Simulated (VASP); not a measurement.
Runs of VASP 6.6.1 on HfO2. The structure is that of space group Fm-3m (No. 225), or close to it. The cells are those of the table. 

```csv
task,cell,k mesh,cutoff (eV),smearing,gap on the mesh (eV),pressure (GPa)
single point,"a = 3.567 Å, angles 60.0°, 3 atoms",8 × 8 × 8,520,gaussian 0.05 eV,3.71,-3.8
single point,"a = 3.567 Å, angles 60.0°, 3 atoms",8 × 8 × 8,520,gaussian 0.02 eV,3.71,-3.8
relaxation of cell and atoms,"relaxed from a = 3.568 Å, angles 60.0°, 3 atoms",8 × 8 × 8,600,gaussian 0.02 eV,(a),0.0
single point,"a = 3.568 Å, angles 60.0°, 3 atoms",6 × 6 × 6,600,gaussian 0.1 eV,3.71,-4.2
```

Alike in all rows: level PBEsol; potentials or basis VASP PAW PBE potentials, release 64 (Hf_pv, O); no spin polarisation.

Task: Estimate the missing entries.

Result: (a) 3.75.

Caveats: the PAW data sets were made with another functional, which shifts forces and pressure a little; spin-orbit coupling is left out, which moves the levels of the heavy elements.

A k mesh can miss the band edges, and the runs leave out spin-orbit coupling on Hf.
